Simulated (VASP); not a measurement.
# FeGe (CsCl type) (Pm-3m) in VASP: relaxation of cell and atoms with PBEsol

Aim: the relaxation of cell and atoms of FeGe (CsCl type) with PBEsol.

Everything below comes from runs of VASP 6.6.1. Logs are shortened: lines on timing, memory, paths and dates and some standing lists are left out, and cuts for length are marked.

## (1) The cell of the first run

The structure is cubic, space group Pm-3m (No. 221). Conventional cell: a = 2.860 Å, b = 2.860 Å, c = 2.860 Å, α = 90.00°, β = 90.00°, γ = 90.00°. Within 3.3 Å of Fe (site symmetry m-3m) lie 8 Ge at 2.48 Å and 6 Fe at 2.86 Å. Within 3.3 Å of Ge (site symmetry m-3m) lie 8 Fe at 2.48 Å and 6 Ge at 2.86 Å.

## (2) Relaxation of cell and atoms, PBEsol, collinear spin, ferromagnetic start, target pressure 17 GPa, at which the enthalpy is minimised

The input, INCAR:

```
PREC = Accurate
ENCUT = 600
EDIFF = 1E-6
ISMEAR = -1
SIGMA = 0.08
LREAL = F
LASPH = T
NELM = 150
ALGO = Normal
ISIF = 3
LWAVE = F
LCHARG = F
ISPIN = 2
MAGMOM = 2.5 0
LORBIT = 11
LMAXMIX = 4
GGA = PS
IBRION = 2
NSW = 60
EDIFFG = -0.005
PSTRESS = 170.0
```

The input, KPOINTS:

```
Automatic mesh
0
Gamma
  14 14 14
```

The input, POSCAR:

```
FeGe
1.0
    2.8599000221      0.0000000000      0.0000000000
    0.0000000000      2.8599000221      0.0000000000
    0.0000000000      0.0000000000      2.8599000221
Fe Ge
1 1
Direct
    0.0000000000      0.0000000000      0.0000000000
    0.5000000000      0.5000000000      0.5000000000
```

Potentials or basis: VASP PAW PBE potentials, release 64 (Fe, Ge_d).

Launch:

```
> cat potpaw_PBE.64/Fe/POTCAR potpaw_PBE.64/Ge_d/POTCAR > POTCAR
> mpirun -np 1 vasp_std > vasp.out
```

OUTCAR:

```text
PREC = Accurate
   ENCUT = 600
   EDIFF = 1E-6
   ISMEAR = -1
   LREAL = F
   LASPH = T
   NELM = 150
   ISIF = 3
   ISPIN = 2
   LORBIT = 11
   GGA = PS
   IBRION = 2
   NSW = 60
   EDIFFG = -0.005
   PSTRESS = 170.0

 ion  position               nearest neighbor table
   1  0.000  0.000  0.000-   2 2.48   2 2.48   2 2.48   2 2.48   2 2.48   2 2.48   2 2.48   2 2.48

   2  0.500  0.500  0.500-   1 2.48   1 2.48   1 2.48   1 2.48   1 2.48   1 2.48   1 2.48   1 2.48

  LATTYP: Found a simple cubic cell.
 ALAT       =     2.8599000221

  Lattice vectors:

 A1 = (   2.8599000221,   0.0000000000,   0.0000000000)
 A2 = (   0.0000000000,   2.8599000221,   0.0000000000)
 A3 = (   0.0000000000,   0.0000000000,   2.8599000221)

Analysis of symmetry for initial positions (statically):
=====================================================================
 Subroutine PRICEL returns:
 Original cell was already a primitive cell.

 Routine SETGRP: Setting up the symmetry group for a
 simple cubic supercell.

 Subroutine GETGRP returns: Found 48 space group operations
 (whereof 48 operations were pure point group operations)
 out of a pool of 48 trial point group operations.

The static configuration has the point symmetry O_h .

Analysis of symmetry for dynamics (positions and initial velocities):
=====================================================================
 Subroutine PRICEL returns:
 Original cell was already a primitive cell.

 Routine SETGRP: Setting up the symmetry group for a
 simple cubic supercell.

 Subroutine GETGRP returns: Found 48 space group operations
 (whereof 48 operations were pure point group operations)
 out of a pool of 48 trial point group operations.

The dynamic configuration has the point symmetry O_h .

Analysis of structural, dynamic, and magnetic symmetry:
=====================================================================
 Subroutine PRICEL returns:
 Original cell was already a primitive cell.

 Routine SETGRP: Setting up the symmetry group for a
 simple cubic supercell.

 Subroutine GETGRP returns: Found 48 space group operations
 (whereof 48 operations were pure point group operations)
 out of a pool of 48 trial point group operations.

The overall configuration has the point symmetry O_h .

 Subroutine INISYM returns: Found 48 space group operations
 (whereof 48 operations are pure point group operations),
 and found     1 'primitive' translations

----------------------------------------------------------------------------------------

                                     Primitive cell

  volume of cell :      23.3912

  direct lattice vectors                    reciprocal lattice vectors
     2.859900022  0.000000000  0.000000000     0.349662573  0.000000000  0.000000000
     0.000000000  2.859900022  0.000000000     0.000000000  0.349662573  0.000000000
     0.000000000  0.000000000  2.859900022     0.000000000  0.000000000  0.349662573

  length of vectors
     2.859900022  2.859900022  2.859900022     0.349662573  0.349662573  0.349662573

  position of ions in fractional coordinates (direct lattice)
     0.000000000  0.000000000  0.000000000
     0.500000000  0.500000000  0.500000000

  ion indices of the primitive-cell ions
   primitive index   ion index
                 1           1
                 2           2

----------------------------------------------------------------------------------------

 KPOINTS: Automatic mesh

Automatic generation of k-mesh.
 Grid dimensions read from file:
 generate k-points for:   14   14   14

 Generating k-lattice:

  Cartesian coordinates                     Fractional coordinates (reciprocal lattice)
     0.024975898  0.000000000  0.000000000     0.071428571  0.000000000  0.000000000
     0.000000000  0.024975898  0.000000000     0.000000000  0.071428571  0.000000000
     0.000000000  0.000000000  0.024975898     0.000000000  0.000000000  0.071428571

  Length of vectors
     0.024975898  0.024975898  0.024975898

  Shift w.r.t. Gamma in fractional coordinates (k-lattice)
     0.000000000  0.000000000  0.000000000

 Subroutine IBZKPT returns following result:
 ===========================================

 Found    120 irreducible k-points:

 Following reciprocal coordinates:
            Coordinates               Weight
  0.000000  0.000000  0.000000      1.000000
  0.071429  0.000000  0.000000      6.000000
  0.142857  0.000000  0.000000      6.000000
  0.214286  0.000000  0.000000      6.000000
  0.285714  0.000000  0.000000      6.000000
  0.357143  0.000000  0.000000      6.000000
[... 16 lines left out ...]
  0.285714  0.214286  0.000000     24.000000
  0.357143  0.214286  0.000000     24.000000
 [... further k-points ...]
   k-points           NKPTS =    120   k-points in BZ     NKDIM =    120   number of bands    NBANDS=     16
   number of dos      NEDOS =    301   number of ions     NIONS =      2
   total plane-waves  NPLWV =  13824
   dimension x,y,z NGX =    24 NGY =   24 NGZ =   24
   dimension x,y,z NGXF=    48 NGYF=   48 NGZF=   48
   ions per type =               1   1
   NGX,Y,Z   is equivalent  to a cutoff of  13.95, 13.95, 13.95 a.u.
   NGXF,Y,Z  is equivalent  to a cutoff of  27.90, 27.90, 27.90 a.u.
 SYSTEM =  unknown system
   PREC   = accura    normal or accurate (medium, high low for compatibility)
   ISTART =      0    job   : 0-new  1-cont  2-samecut
   ICHARG =      2    charge: 1-file 2-atom 10-const
   ISPIN  =      2    spin polarized calculation?
   LNONCOLLINEAR =      F non collinear calculations
   LSORBIT =      F    spin-orbit coupling
   LASPH  =      T    aspherical Exc in radial PAW
   ENCUT  =  600.0 eV  44.10 Ry    6.64 a.u.   5.71  5.71  5.71*2*pi/ulx,y,z
   NELM   =    150;   NELMIN=  2; NELMDL= -5     # of ELM steps
   EDIFF  = 0.1E-05   stopping-criterion for ELM
   LREAL  =      F    real-space projection
   EDIFFG = -.5E-02   stopping-criterion for IOM
   NSW    =     60    number of steps for IOM
   IBRION =      2    ionic relax: 0-MD 1-quasi-New 2-CG
   NFREE  =      1    steps in history (QN), initial steepest desc. (CG)
   ISIF   =      3    stress and relaxation
   ISYM   =      2    0-nonsym 1-usesym 2-fastsym
   POTIM  = 0.5000    time-step for ionic-motion
   TEBEG  =    0.0;   TEEND  =   0.0 temperature during run
   PSTRESS=  170.0 pullay stress
   NELECT =      22.0000    total number of electrons
   NUPDOWN=      -1.0000    fix difference up-down
   EMIN   =  10.00;   EMAX   =-10.00  energy-range for DOS
   EFERMI =   0.00;   METHOD = LEGACY
   ISMEAR =    -1;   SIGMA  =   0.08  broadening in eV -4-tet -1-fermi 0-gaus
   EFERMI_NEDOS =   21; number of points for ismear=-14 and -15
   IALGO  =     38    algorithm
   IMIX   =      4    mixing-type and parameters
     AMIX     =   0.40;   BMIX     =  1.00
     AMIX_MAG =   1.60;   BMIX_MAG =  1.00
  volume/ion in A,a.u.               =      11.70        78.93
  Fermi-wavevector in a.u.,A,eV,Ry     =   1.603977  3.031078 35.004294  2.572743
  Thomas-Fermi vector in A             =   2.700555
   LORBIT       =     11    0 simple, 1 ext, 2 COOP (PROOUT), +10 PAW based schemes
   GGA     = PS    functional components
   LHFCALC =     F    Hartree Fock is set to
   AEXX    =    0.0000 exact exchange contribution
   IVDW    =     0    specifies the selected vdW correction
   LEPSILON=     F    determine dielectric tensor
   LRPA    =     F    only Hartree local field effects (RPA)
 conjugate gradient relaxation of ions
 spin polarized calculation
  energy-cutoff  :      600.00
  volume of cell :       23.39
 maximum number of plane-waves:       804
 NGX is ok and might be reduce to    24
   NGX = 11   NGY = 11   NGZ = 11

--------------------------------------- Ionic step        1  -------------------------------------------

 number of electron      21.9999986 magnetization       0.0007049

 number of electron      21.9999986 magnetization      -0.0000305

 Free energy of the ion-electron system (eV)
  ---------------------------------------------------
  ext. energy  EPLUGINS =         0.00000000
  ---------------------------------------------------
  free energy    TOTEN  =       -14.09724885 eV

  energy without entropy =      -14.08436405  energy(sigma->0) =      -14.09080645

 E-fermi :   9.2484     XC(G=0): -13.6083

 val. band max:        9.2163594186   @ k =   0.5000   0.5000   0.4286
 cond. band min:       9.2589983085   @ k =   0.5000   0.3571   0.2857
 fundamental gap:      0.0426388899
 Fermi energy:         9.2483964140

 spin component 1

 k-point     1 :       0.0000    0.0000    0.0000
  band No.  band energies     occupation
      1     -15.6541      1.00000
      2     -15.6541      1.00000
      3     -15.5064      1.00000
      4     -15.5064      1.00000
      5     -15.5064      1.00000
      6      -4.9645      1.00000
[... 8 lines left out ...]
     15      19.2028      0.00000
     16      19.2028      0.00000
[... 1126 lines left out ...]
  FREE ENERGIE OF THE ION-ELECTRON SYSTEM (eV)
  ---------------------------------------------------
  free  energy   TOTEN  =       -14.0221797059 eV

  energy  without entropy=      -14.0105423331  energy(sigma->0) =      -14.01636102

  enthalpy is  TOTEN    =       -11.7125072924 eV   P V=        2.3096724136

--------------------------------------- Ionic step        7  -------------------------------------------

 number of electron      22.0000010 magnetization      -0.0000067

 number of electron      22.0000010 magnetization       0.0000115

 Free energy of the ion-electron system (eV)
  ---------------------------------------------------
  ext. energy  EPLUGINS =         0.00000000
  ---------------------------------------------------
  free energy    TOTEN  =       -14.02055539 eV

  energy without entropy =      -14.00892244  energy(sigma->0) =      -14.01473892

 E-fermi :  10.2802     XC(G=0): -14.0360

 val. band max:       10.2457584780   @ k =   0.5000   0.3571   0.2857
 cond. band min:      10.2856133120   @ k =   0.5000   0.4286   0.4286
 fundamental gap:      0.0398548340
 Fermi energy:        10.2801540006

 spin component 1

 k-point     1 :       0.0000    0.0000    0.0000
  band No.  band energies     occupation
      1     -14.8035      1.00000
      2     -14.8035      1.00000
      3     -14.6164      1.00000
      4     -14.6164      1.00000
      5     -14.6164      1.00000
      6      -4.6700      1.00000
[... 8 lines left out ...]
     15      20.6016      0.00000
     16      20.6016      0.00000
[... 919 lines left out ...]
 POSITION                                       TOTAL-FORCE (eV/Angst)
 -----------------------------------------------------------------------------------
      0.00000      0.00000      0.00000        -0.000000     -0.000000      0.000000
      1.39574      1.39574      1.39574         0.000000      0.000000      0.000000
 -----------------------------------------------------------------------------------
    total drift:                                0.000000      0.000000     -0.000000

  FREE ENERGIE OF THE ION-ELECTRON SYSTEM (eV)
  ---------------------------------------------------
  free  energy   TOTEN  =       -14.0205553947 eV

  energy  without entropy=      -14.0089224407  energy(sigma->0) =      -14.01473892

  enthalpy is  TOTEN    =       -11.7125176173 eV   P V=        2.3080377774

 reached required accuracy - stopping structural energy minimisation

 total charge

# of ion       s       p       d       tot
------------------------------------------
    1        0.424   0.587   6.691   7.703
    2        1.101   1.343  10.201  12.645
--------------------------------------------------
tot          1.525   1.931  16.892  20.348

 magnetization (x)

# of ion       s       p       d       tot
------------------------------------------
    1       -0.000   0.000  -0.000  -0.000
    2        0.000   0.000   0.000   0.000
--------------------------------------------------
tot          0.000   0.000  -0.000  -0.000
```

Wall time 7.8 min (1 thread of Oxide Virtual Turin-like, shared host); peak memory 0.2 GiB.

What came out:

* Free energy: -14.0206 eV
* Relaxed volume: 10.88 Å³/atom
* Relaxed cell: a = 2.791 Å, b = 2.791 Å, c = 2.791 Å, α = 90.00°, β = 90.00°, γ = 90.00°
* Space group after relaxing (to 0.1 Å): Pm-3m (No. 221)
* Energy change on relaxing (the run minimises the enthalpy): +38.3 meV/atom
* Ionic steps: 7
* Pressure after relaxing: 17.0 GPa
* Band gap on the k mesh: zero (filled and empty bands overlap)
* Net moment: 0.00 μB per cell
* Valence electrons inside the program's atomic spheres: Fe 7.70; Ge 12.64

Step by step:
| step | energy change (eV) | largest force (eV/Å) | pressure (GPa) | volume (Å³) |
| --- | --- | --- | --- | --- |
| 1 | 0.0000 | 0.0000 | -0.81 | 23.39 |
| 2 | 0.6583 | 0.0000 | 62.22 | 19.26 |
| 3 | 0.0703 | 0.0000 | 16.30 | 21.81 |
| 4 | 0.0751 | 0.0000 | 16.73 | 21.77 |
| 5 | 0.0784 | 0.0000 | 17.17 | 21.74 |
| 6 | 0.0751 | 0.0000 | 16.84 | 21.77 |
| 7 | 0.0767 | 0.0000 | 17.00 | 21.75 |

Final structure:
```yaml
crystal:
  lattice:
    - [2.79148, 0.00000, 0.00000]
    - [0.00000, 2.79148, 0.00000]
    - [0.00000, 0.00000, 2.79148]
  atoms:
    - { symbol: Fe, position: [0.00000, 0.00000, 0.00000] }
    - { symbol: Ge, position: [0.50000, 0.50000, 0.50000] }
```

Levels at points of the mesh, in eV from the Fermi level:
Spin up:
| k point | band 8 | band 9 | band 10 | band 11 | band 12 | band 13 | band 14 | band 15 |
| --- | --- | --- | --- | --- | --- | --- | --- | --- |
| (0.00, 0.00, 0.00) | -3.28 | -0.57 | -0.57 | -0.57 | 3.27 | 3.27 | 3.27 | 10.32 |
| (0.50, 0.00, 0.00) | -2.75 | -2.23 | -2.23 | -0.51 | 0.44 | 8.96 | 8.96 | 9.62 |
| (0.50, 0.50, 0.00) | -5.19 | -3.22 | -1.37 | -1.37 | 0.15 | 1.96 | 3.43 | 8.70 |
| (0.50, 0.50, 0.50) | -5.89 | -3.22 | 0.20 | 0.20 | 2.91 | 2.91 | 2.91 | 4.47 |
Spin down:
| k point | band 7 | band 8 | band 9 | band 10 | band 11 | band 12 | band 13 | band 14 | band 15 | band 16 |
| --- | --- | --- | --- | --- | --- | --- | --- | --- | --- | --- |
| (0.00, 0.00, 0.00) | -3.28 | -3.28 | -0.57 | -0.57 | -0.57 | 3.27 | 3.27 | 3.27 | 10.32 | 10.32 |
| (0.50, 0.00, 0.00) | -8.77 | -2.75 | -2.23 | -2.23 | -0.51 | 0.44 | 8.96 | 8.96 | 9.62 | 12.11 |
| (0.50, 0.50, 0.00) | -5.19 | -5.19 | -3.22 | -1.37 | -1.37 | 0.15 | 1.96 | 3.43 | 8.70 | 14.61 |
| (0.50, 0.50, 0.50) | -5.89 | -5.89 | -3.22 | 0.20 | 0.20 | 2.91 | 2.91 | 2.91 | 4.47 | 4.47 |

Caveat: the cell is relaxed towards a set pressure, so the run minimises the enthalpy, not the energy; the moments typed at the start vanished in this run; the PAW data sets were made with another functional, which shifts forces and pressure a little.

The gap in the log of VASP goes by the Fermi energy; the results here count the filled bands.